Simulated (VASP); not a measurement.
Set up this calculation in VASP 6.6.1, as the native input.

```yaml
Task: density of states
Functional: PBE
Potentials_or_basis: VASP PAW PBE potentials, release 64 (Pb_d, O)
Cutoff: 520 eV
k_mesh: 13 × 13 × 13
Occupations: fermi-dirac, width 0.05 eV
Spin: no spin polarisation
Dipole_correction: no
k_mesh_for_the_DOS: 20 × 20 × 20
Occupations_for_the_DOS: tetrahedron
Further_INCAR_settings: ALGO = Normal; EDIFF = 1e-07; NBANDS = 17
```

PbO (CsCl type):

```
Pb O
1.0
     3.21470    0.00000    0.00000
     0.00000    3.21470    0.00000
     0.00000    0.00000    3.21470
Pb O
1 1
Direct
  0.00000 0.00000 0.00000
  0.50000 0.50000 0.50000
```

The input as run:

POSCAR

```
PbO
1.0
    3.2146977460      0.0000000000      0.0000000000
    0.0000000000      3.2146977460      0.0000000000
    0.0000000000      0.0000000000      3.2146977460
Pb O
1 1
Direct
    0.0000000000      0.0000000000      0.0000000000
    0.5000000000      0.5000000000      0.5000000000
```

INCAR.step1

```
SYSTEM = PbO
PREC     = Accurate       ! precision mode
ENCUT    = 520            ! plane-wave cutoff, eV
EDIFF    = 1E-7           ! SCF threshold, eV
ISMEAR   = -1             ! smearing method
SIGMA    = 0.05           ! smearing width, eV
LREAL    = .False.        ! projectors in reciprocal space
LASPH    = .True.         ! aspherical terms in the spheres
NELM     = 60             ! most SCF steps
ALGO     = Normal         ! electronic algorithm
ISIF     = 2              ! what is computed and relaxed
LWAVE    = .False.        ! write WAVECAR
LCHARG   = .True.         ! write CHGCAR
GGA      = PE             ! functional
NBANDS   = 17             ! bands
```

KPOINTS.step1

```
Automatic mesh
0
Gamma
  13 13 13
  0 0 0
```

INCAR.step2

```
SYSTEM = PbO
PREC     = Accurate       ! precision mode
ENCUT    = 520            ! plane-wave cutoff, eV
EDIFF    = 1E-7           ! SCF threshold, eV
ISMEAR   = -5             ! smearing method
SIGMA    = 0.05           ! smearing width, eV
LREAL    = .False.        ! projectors in reciprocal space
LASPH    = .True.         ! aspherical terms in the spheres
NELM     = 60             ! most SCF steps
ALGO     = Normal         ! electronic algorithm
ISIF     = 2              ! what is computed and relaxed
LWAVE    = .False.        ! write WAVECAR
LCHARG   = .False.        ! write CHGCAR
GGA      = PE             ! functional
LORBIT   = 10             ! projections on sites
NBANDS   = 17             ! bands
NEDOS    = 2001           ! points of the DOS
ICHARG   = 11             ! starting density
```

KPOINTS.step2

```
Automatic mesh
0
Gamma
  20 20 20
  0 0 0
```

Potentials or basis: VASP PAW PBE potentials, release 64 (Pb_d, O).

Run with:

```console
$ cat potpaw_PBE.64/Pb_d/POTCAR potpaw_PBE.64/O/POTCAR > POTCAR
$ cp INCAR.step1 INCAR
$ cp KPOINTS.step1 KPOINTS
$ mpirun -np 1 vasp_std > vasp.out
$ cp INCAR.step2 INCAR
$ cp KPOINTS.step2 KPOINTS
$ mpirun -np 1 vasp_std > vasp.out
```

It gave:

The valence electrons inside the program's atomic spheres are Pb 11.82; O 4.85.

Caveat: spin-orbit coupling is left out, which moves the levels of the heavy elements.

It took 2.2 min on 1 thread of Intel Xeon 8259CL, on a shared host, peak memory 0.26 GiB.
